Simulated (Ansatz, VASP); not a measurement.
AlAs: VASP beside Ansatz

File INCAR:

```
SYSTEM = AlAs
ALGO     = Normal         ! electronic algorithm
EDIFF    = 1E-6           ! SCF threshold, eV
ENCUT    = 500            ! plane-wave cutoff, eV
GGA_COMPAT= .FALSE.      
ISIF     = 2              ! what is computed and relaxed
ISMEAR   = 0              ! smearing method
LASPH    = .TRUE.         ! aspherical terms in the spheres
LCHARG   = .FALSE.        ! write CHGCAR
LREAL    = .FALSE.        ! projectors in reciprocal space
LWAVE    = .FALSE.        ! write WAVECAR
NBANDS   = 11             ! bands
NELM     = 120            ! most SCF steps
PREC     = Accurate       ! precision mode
SIGMA    = 0.01           ! smearing width, eV
```

The input KPOINTS:

```
k-points
0
G
  8 8 8
  0 0 0
```

The input POSCAR:

```
AlAs
1.0
    0.0000000000      2.8331843840      2.8331843840
    2.8331843840      0.0000000000      2.8331843840
    2.8331843840      2.8331843840      0.0000000000
Al As
1 1
Direct
    0.0000000000      0.0000000000      0.0000000000
    0.7500000000      0.7500000000      0.7500000000
```

Input for Ansatz:

```yaml
crystal:
  lattice:
    - [0.0, 2.833184384, 2.833184384]
    - [2.833184384, 0.0, 2.833184384]
    - [2.833184384, 2.833184384, 0.0]
  atoms:
    - { symbol: Al, position: [0.0, 0.0, 0.0] }
    - { symbol: As, position: [0.75, 0.75, 0.75] }
basis:
  ecutwfc: 420
kpoints:
  mp_grid: { grid: [8, 8, 8] }
hamiltonian:
  xc: lda
scf:
  occupations: { method: fixed }
output:
  forces: true
  stress: true
  eigenvalues: true
```

Alike in both runs: task single point; functional LDA; k mesh 8 × 8 × 8; no spin polarisation.

```csv
,VASP,Ansatz
version,VASP 6.6.1,Ansatz 0.2.0
potentials or method,"VASP PAW LDA potentials, release 64 (Al, As), cutoff 500 eV","scalar-relativistic, plane waves, PAW"
occupations,"gaussian, width 0.01 eV",fixed
valence electrons in the cell,8,18
```

|  | VASP | Ansatz | Ansatz less VASP |
| --- | --- | --- | --- |
| gap on the k mesh at the Fermi level (eV) | 1.34 | 1.36 | +0.013 |
| least direct gap on the mesh (eV) | 1.86 | 1.83 | -0.034 |
| pressure (GPa) | -1.1 | -1.4 | -0.32 |

LDA's correlation is that of Perdew and Zunger in VASP and of Perdew and Wang (1992) in Ansatz. VASP's potentials hold 8 valence electrons a cell and Ansatz's 18, so a difference there can come from the potentials and not from the codes.
